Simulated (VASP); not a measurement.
Runs of VASP 6.6.1 on Cd. The structure is that of space group C2/c (No. 15), or close to it. The cells are those of the table. 

```csv
cell,k mesh,gap on the mesh (eV),pressure (GPa)
"a = 4.612, b = 4.612, c = 4.612 Å, angles 98.2, 98.2, 140.4°, 2 atoms",13 × 13 × 9,none,(a)
"a = 4.675, b = 4.675, c = 4.675 Å, angles 98.2, 98.2, 140.4°, 2 atoms",12 × 12 × 8,none,0.1
"a = 4.855, b = 4.855, c = 4.856 Å, angles 98.2, 98.2, 140.4°, 2 atoms",13 × 13 × 9,none,-1.1
"a = 4.675, b = 4.675, c = 4.675 Å, angles 98.2, 98.2, 140.4°, 2 atoms",13 × 13 × 9,none,0.1
```

Alike in all rows: task single point; level BLYP; potentials or basis VASP PAW PBE potentials, release 64 (Cd); no spin polarisation; cutoff (eV) 520; smearing fermi-dirac 0.1 eV.

Estimate the missing entries.

(a) 1.0.

Caveats: the PAW data sets were made with another functional, which shifts forces and pressure a little.

A k mesh can miss the band edges, and the runs leave out spin-orbit coupling on Cd.

A gap of «none» marks levels without a gap at the run's occupations.
